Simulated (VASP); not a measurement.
# In2SnTe2 (P-3m1) in VASP: a series of runs

Runs on In2SnTe2. Level: PBE. Tasks: relaxation of cell and atoms, single point.

Everything below comes from runs of VASP 6.6.1. Logs are shortened: lines on timing, memory, paths and dates and some standing lists are left out, and cuts for length are marked.

## (1) The cell of the first run

It takes space group P-3m1 (No. 164, trigonal). The conventional cell has a = 4.512 Å, b = 4.512 Å, c = 7.979 Å, α = 90.00°, β = 90.00°, γ = 120.00°. Within 3.6 Å of In (site symmetry 3m) lie 4 Te at 2.70 to 2.74 Å and 3 In at 3.20 Å. Within 4.6 Å of Sn (site symmetry -3m) lie 6 Te at 3.42 Å and 6 In at 4.02 Å and 6 Sn at 4.51 Å. Within 3.6 Å of Te (site symmetry 3m) lie 4 In at 2.70 to 2.74 Å and 3 Sn at 3.42 Å.

The cell was generated, and may not be a known phase.

## (2) Relaxation of cell and atoms, PBE

INCAR reads:

```
ALGO = Fast
EDIFF = 1E-6
EDIFFG = -0.04
ENCUT = 600
GGA = PE
IBRION = 2
ISIF = 3
ISMEAR = 0
LASPH = True
LCHARG = False
LREAL = False
LWAVE = False
NELM = 60
NSW = 90
PREC = Accurate
SIGMA = 0.1
```

KPOINTS reads:

```
k-points
0
Gamma
  6 6 2
```

POSCAR reads:

```
In2SnTe2
1.0
    4.5123939900      0.0000000000      0.0000000000
   -2.2561970000      3.9078478300      0.0000000000
    0.0000000000      0.0000000000      7.9794181900
In Sn Te
2 1 2
Direct
    0.6666666700      0.3333333300      0.6167762900
    0.3333333300      0.6666666700      0.3832237100
    0.0000000000      0.0000000000      0.0000000000
    0.6666666700      0.3333333300      0.2785192100
    0.3333333300      0.6666666700      0.7214807900
```

Potentials or basis: VASP PAW PBE potentials, release 64 (In_d, Sn_d, Te).

Launch:

```bash
> cat potpaw_PBE.64/In_d/POTCAR potpaw_PBE.64/Sn_d/POTCAR potpaw_PBE.64/Te/POTCAR > POTCAR
> mpirun -np 1 vasp_std > vasp.out
```

OUTCAR:

```text
EDIFF = 1E-6
   EDIFFG = -0.04
   ENCUT = 600
   GGA = PE
   IBRION = 2
   ISIF = 3
   ISMEAR = 0
   LASPH = True
   LREAL = False
   NELM = 60
   NSW = 90
   PREC = Accurate

 ion  position               nearest neighbor table
   1  0.667  0.333  0.617-   4 2.70   5 2.74   5 2.74   5 2.74   2 3.20   2 3.20   2 3.20
   2  0.333  0.667  0.383-   5 2.70   4 2.74   4 2.74   4 2.74   1 3.20   1 3.20   1 3.20
   3  0.000  0.000  0.000-   4 3.42   5 3.42   4 3.42   5 3.42   4 3.42   5 3.42
   4  0.667  0.333  0.279-   1 2.70   2 2.74   2 2.74   2 2.74   3 3.42   3 3.42   3 3.42
   5  0.333  0.667  0.721-   2 2.70   1 2.74   1 2.74   1 2.74   3 3.42   3 3.42   3 3.42

  LATTYP: Found a hexagonal cell.
 ALAT       =     4.5123939900
 C/A-ratio  =     1.7683336623

  Lattice vectors:

 A1 = (   4.5123939900,   0.0000000000,   0.0000000000)
 A2 = (  -2.2561970000,   3.9078478300,   0.0000000000)
 A3 = (   0.0000000000,   0.0000000000,   7.9794181900)

Analysis of symmetry for initial positions (statically):
=====================================================================
 Subroutine PRICEL returns:
 Original cell was already a primitive cell.

 Routine SETGRP: Setting up the symmetry group for a
 hexagonal supercell.

 Subroutine GETGRP returns: Found 12 space group operations
 (whereof 12 operations were pure point group operations)
 out of a pool of 24 trial point group operations.

The static configuration has the point symmetry D_3d.

Analysis of symmetry for dynamics (positions and initial velocities):
=====================================================================
 Subroutine PRICEL returns:
 Original cell was already a primitive cell.

 Routine SETGRP: Setting up the symmetry group for a
 hexagonal supercell.

 Subroutine GETGRP returns: Found 12 space group operations
 (whereof 12 operations were pure point group operations)
 out of a pool of 24 trial point group operations.

The dynamic configuration has the point symmetry D_3d.

 Subroutine INISYM returns: Found 12 space group operations
 (whereof 12 operations are pure point group operations),
 and found     1 'primitive' translations

----------------------------------------------------------------------------------------

                                     Primitive cell

  volume of cell :     140.7071

  direct lattice vectors                    reciprocal lattice vectors
     4.512393990  0.000000000  0.000000000     0.221611854  0.127947664  0.000000000
    -2.256197000  3.907847830  0.000000000     0.000000000  0.255895327  0.000000000
     0.000000000  0.000000000  7.979418190     0.000000000  0.000000000  0.125322420

  length of vectors
     4.512393990  4.512393995  7.979418190     0.255895328  0.255895327  0.125322420

  position of ions in fractional coordinates (direct lattice)
     0.666666670  0.333333330  0.616776290
     0.333333330  0.666666670  0.383223710
     0.000000000  0.000000000  0.000000000
     0.666666670  0.333333330  0.278519210
     0.333333330  0.666666670  0.721480790

  ion indices of the primitive-cell ions
   primitive index   ion index
                 1           1
                 2           2
                 3           3
                 4           4
                 5           5

----------------------------------------------------------------------------------------

 KPOINTS: k-points

Automatic generation of k-mesh.
 Grid dimensions read from file:
 generate k-points for:    6    6    2

 Generating k-lattice:

  Cartesian coordinates                     Fractional coordinates (reciprocal lattice)
     0.036935309  0.021324611  0.000000000     0.166666667 -0.000000000  0.000000000
     0.000000000  0.042649221  0.000000000     0.000000000  0.166666667  0.000000000
     0.000000000  0.000000000  0.062661210     0.000000000  0.000000000  0.500000000

  Length of vectors
     0.042649221  0.042649221  0.062661210

  Shift w.r.t. Gamma in fractional coordinates (k-lattice)
     0.000000000  0.000000000  0.000000000

 Subroutine IBZKPT returns following result:
 ===========================================

 Found     14 irreducible k-points:

 Following reciprocal coordinates:
            Coordinates               Weight
  0.000000  0.000000  0.000000      1.000000
  0.166667 -0.000000  0.000000      6.000000
  0.333333 -0.000000  0.000000      6.000000
  0.500000  0.000000  0.000000      3.000000
  0.166667  0.166667  0.000000      6.000000
  0.333333  0.166667  0.000000     12.000000
  0.333333  0.333333  0.000000      2.000000
  0.000000  0.000000  0.500000      1.000000
  0.166667 -0.000000  0.500000      6.000000
  0.333333 -0.000000  0.500000      6.000000
  0.500000  0.000000  0.500000      3.000000
  0.166667  0.166667  0.500000      6.000000
  0.333333  0.166667  0.500000     12.000000
  0.333333  0.333333  0.500000      2.000000
   k-points           NKPTS =     14   k-points in BZ     NKDIM =     14   number of bands    NBANDS=     31
   number of dos      NEDOS =    301   number of ions     NIONS =      5
   total plane-waves  NPLWV =  82944
   dimension x,y,z NGX =    36 NGY =   36 NGZ =   64
   dimension x,y,z NGXF=    72 NGYF=   72 NGZF=  128
   ions per type =               2   1   2
   NGX,Y,Z   is equivalent  to a cutoff of  13.26, 13.26, 13.33 a.u.
   NGXF,Y,Z  is equivalent  to a cutoff of  26.53, 26.53, 26.67 a.u.
 SYSTEM =  unknown system
   PREC   = accura    normal or accurate (medium, high low for compatibility)
   ISTART =      0    job   : 0-new  1-cont  2-samecut
   ICHARG =      2    charge: 1-file 2-atom 10-const
   ISPIN  =      1    spin polarized calculation?
   LNONCOLLINEAR =      F non collinear calculations
   LSORBIT =      F    spin-orbit coupling
   LASPH  =      T    aspherical Exc in radial PAW
   ENCUT  =  600.0 eV  44.10 Ry    6.64 a.u.   9.01  9.01 15.94*2*pi/ulx,y,z
   NELM   =     60;   NELMIN=  2; NELMDL= -5     # of ELM steps
   EDIFF  = 0.1E-05   stopping-criterion for ELM
   LREAL  =      F    real-space projection
   EDIFFG = -.4E-01   stopping-criterion for IOM
   NSW    =     90    number of steps for IOM
   IBRION =      2    ionic relax: 0-MD 1-quasi-New 2-CG
   NFREE  =      1    steps in history (QN), initial steepest desc. (CG)
   ISIF   =      3    stress and relaxation
   ISYM   =      2    0-nonsym 1-usesym 2-fastsym
   POTIM  = 0.5000    time-step for ionic-motion
   TEBEG  =    0.0;   TEEND  =   0.0 temperature during run
   PSTRESS=    0.0 pullay stress
   NELECT =      52.0000    total number of electrons
   NUPDOWN=      -1.0000    fix difference up-down
   EMIN   =  10.00;   EMAX   =-10.00  energy-range for DOS
   EFERMI =   0.00;   METHOD = LEGACY
   ISMEAR =     0;   SIGMA  =   0.10  broadening in eV -4-tet -1-fermi 0-gaus
   EFERMI_NEDOS =   21; number of points for ismear=-14 and -15
   IALGO  =     68    algorithm
   IMIX   =      4    mixing-type and parameters
     AMIX     =   0.40;   BMIX     =  1.00
     AMIX_MAG =   1.60;   BMIX_MAG =  1.00
  volume/ion in A,a.u.               =      28.14       189.91
  Fermi-wavevector in a.u.,A,eV,Ry     =   1.174818  2.220084 18.778730  1.380198
  Thomas-Fermi vector in A             =   2.311209
   LORBIT       =      0    0 simple, 1 ext, 2 COOP (PROOUT), +10 PAW based schemes
   GGA     = PE    functional components
   LHFCALC =     F    Hartree Fock is set to
   AEXX    =    0.0000 exact exchange contribution
   IVDW    =     0    specifies the selected vdW correction
   LEPSILON=     F    determine dielectric tensor
   LRPA    =     F    only Hartree local field effects (RPA)
 conjugate gradient relaxation of ions
 non-spin polarized calculation
 RMM-DIIS sequential band-by-band and
 Gauss-broadening in eV      SIGMA  =   0.10
  energy-cutoff  :      600.00
  volume of cell :      140.71
 maximum number of plane-waves:      4724
 NGX is ok and might be reduce to    36
   NGX = 17   NGY = 17   NGZ = 31

--------------------------------------- Ionic step        1  -------------------------------------------

 number of electron      52.0000005 magnetization

 Free energy of the ion-electron system (eV)
  ---------------------------------------------------
  ext. energy  EPLUGINS =         0.00000000
  ---------------------------------------------------
  free energy    TOTEN  =       -12.26433953 eV

  energy without entropy =      -12.23193796  energy(sigma->0) =      -12.24813875

------------------------ aborting loop because EDIFF is reached ----------------------------------------

  FORCE on cell =-STRESS in cart. coord.  units (eV):
  Direction    XX          YY          ZZ          XY          YZ          ZX
  --------------------------------------------------------------------------------------
  -------------------------------------------------------------------------------------
  Total       15.3466365     15.3466366     16.7475540     -0.0000000     -0.0000000      0.0000000
  in kB      174.7462671    174.7462673    190.6979769     -0.0000002     -0.0000000      0.0000000
  external PRESSURE =     180.0635038 kB  Pullay stress =       0.0000000 kB
[... 98 lines left out ...]
  FREE ENERGIE OF THE ION-ELECTRON SYSTEM (eV)
  ---------------------------------------------------
  free  energy   TOTEN  =       -14.9859542998 eV

  energy  without entropy=      -14.9748796298  energy(sigma->0) =      -14.98041696

 E-fermi :   5.2408     XC(G=0):  -8.8300

 val. band max:        5.2386937606   @ k =   0.3333   0.3333   0.5000
 cond. band min:       5.5957730206   @ k =   0.3333   0.1667   0.0000
 fundamental gap:      0.3570792600
 Fermi energy:         5.2408376972

 k-point     1 :       0.0000    0.0000    0.0000
  band No.  band energies     occupation
      1     -16.5404      2.00000
      2     -16.5404      2.00000
      3     -16.5321      2.00000
      4     -16.5320      2.00000
      5     -16.5320      2.00000
      6      -9.3241      2.00000
[... 465 lines left out ...]
     30       8.0542      0.00000
     31       8.0542      0.00000

[... ionic steps 4 to 28 ...]

--------------------------------------- Ionic step       29  -------------------------------------------

 number of electron      52.0000016 magnetization

------------------------ aborting loop because EDIFF is reached ----------------------------------------

  FORCE on cell =-STRESS in cart. coord.  units (eV):
  Direction    XX          YY          ZZ          XY          YZ          ZX
  --------------------------------------------------------------------------------------
  -------------------------------------------------------------------------------------
  Total        0.0763625      0.0763625      0.3795878     -0.0000000     -0.0000000     -0.0000000
  in kB        0.7293109      0.7293109      3.6253057     -0.0000000     -0.0000000     -0.0000000
  external PRESSURE =       1.6946425 kB  Pullay stress =       0.0000000 kB
[... 63 lines left out ...]
  energy  without entropy=      -16.3574641838  energy(sigma->0) =      -16.35976514

--------------------------------------- Ionic step       31  -------------------------------------------

 number of electron      52.0000019 magnetization

 Free energy of the ion-electron system (eV)
  ---------------------------------------------------
  ext. energy  EPLUGINS =         0.00000000
  ---------------------------------------------------
  free energy    TOTEN  =       -16.36459772 eV

  energy without entropy =      -16.35980398  energy(sigma->0) =      -16.36220085

 E-fermi :   5.7529     XC(G=0):  -9.0545

 val. band max:        5.5813503726   @ k =   0.5000   0.0000   0.5000
 cond. band min:       5.7851255159   @ k =   0.1667  -0.0000   0.0000
 fundamental gap:      0.2037751433
 Fermi energy:         5.7528620416

 k-point     1 :       0.0000    0.0000    0.0000
  band No.  band energies     occupation
      1     -16.0762      2.00000
      2     -16.0762      2.00000
      3     -16.0639      2.00000
      4     -16.0639      2.00000
      5     -16.0628      2.00000
      6      -8.9520      2.00000
[... 497 lines left out ...]
  FREE ENERGIE OF THE ION-ELECTRON SYSTEM (eV)
  ---------------------------------------------------
  free  energy   TOTEN  =       -16.3645977159 eV

  energy  without entropy=      -16.3598039827  energy(sigma->0) =      -16.36220085

 reached required accuracy - stopping structural energy minimisation
```

It took 44 min on 1 thread of Intel Xeon 8259CL, shared host; peak memory 0.34 GiB.

Results:

- Free energy: -16.3646 eV
- Relaxed volume: 33.63 Å³/atom
- Relaxed cell: a = 4.438 Å, b = 4.438 Å, c = 9.859 Å, α = 90.00°, β = 90.00°, γ = 120.00°
- Space group after relaxing (to 0.1 Å): P-3m1 (No. 164)
- Energy gained by relaxing: 820.1 meV/atom
- Ionic steps: 31
- Pressure after relaxing: 0.0 GPa
- Largest force after relaxing: 0.010 eV/Å
- Band gap on the k mesh: zero (bands 26 and 27 overlap by 0.97 eV)

Forces in eV/Å, atoms in the order of the input:
```
In   0.000  0.000  0.003
In   0.000  0.000 -0.003
Sn   0.000  0.000  0.000
Te   0.000  0.000 -0.010
Te   0.000  0.000  0.010
```

The path:
```
step  energy change (eV)  largest force (eV/Å)  pressure (GPa)  volume (Å³)
   1              0.0000                3.8353           18.01       140.71
   2             -2.5892                0.8397           -2.50       215.43
   3             -2.7216                1.0576           -0.55       193.64
   4             -2.7229                1.0334           -0.74       195.09
   5             -2.8521                1.0435           -0.53       191.87
   6             -3.1805                0.9561            0.18       182.30
   7             -3.3505                0.3007            2.67       163.57
   8             -3.3735                0.4790            1.95       167.76
   9             -3.4787                0.2627            0.73       173.28
  10             -3.5065                0.0962           -0.07       177.61
  11             -3.5488                0.0427           -0.06       177.96
  12             -3.6851                0.0815           -0.14       178.63
  13             -3.9198                0.2784            0.14       178.32
  14             -3.6093                1.0997            2.13       171.80
  15             -3.9445                0.6015            0.74       176.94
  16             -3.9749                0.4553           -0.31       183.08
  17             -3.9756                0.4740           -0.15       182.25
  18             -4.0009                0.3336           -0.04       181.22
  19             -4.0218                0.2113            0.23       179.42
  20             -4.0223                0.2357            0.17       179.16
  21             -4.0313                0.1790           -0.20       180.60
  22             -4.0337                0.1244           -0.57       182.09
  23             -4.0383                0.1242           -0.51       181.49
  24             -4.0512                0.1173           -0.56       179.73
  25             -4.0729                0.1095           -0.55       176.22
  26             -4.0871                0.1885           -0.22       169.32
  27             -4.0896                0.1348           -0.49       172.10
  28             -4.0904                0.1525           -0.37       171.10
  29             -4.0977                0.0830            0.17       167.76
  30             -4.0977                0.0804            0.23       167.64
  31             -4.1003                0.0102            0.04       168.17
```

Final structure:
```xyz
5
Lattice="4.4381 0.0000 0.0000 -2.2191 3.8435 0.0000 0.0000 0.0000 9.8588" Properties=species:S:1:pos:R:3 pbc="T T T"
In    2.2191    1.2812    6.1057
In    0.0000    2.5623    3.7531
Sn    0.0000    0.0000    0.0000
Te    2.2191    1.2812    1.8988
Te    0.0000    2.5623    7.9599
```

Caveat: the k points lie up to 0.32 Å⁻¹ apart in the final cell, too coarse for converged energies and pressures of a metal; the volume moved by over 15 % at a fixed basis, so the end points are rough; spin-orbit coupling is left out, which moves the levels of the heavy elements.

(Part 1 of 2 ends here.)

The gap in the log of VASP goes by the Fermi energy; the results here count the filled bands.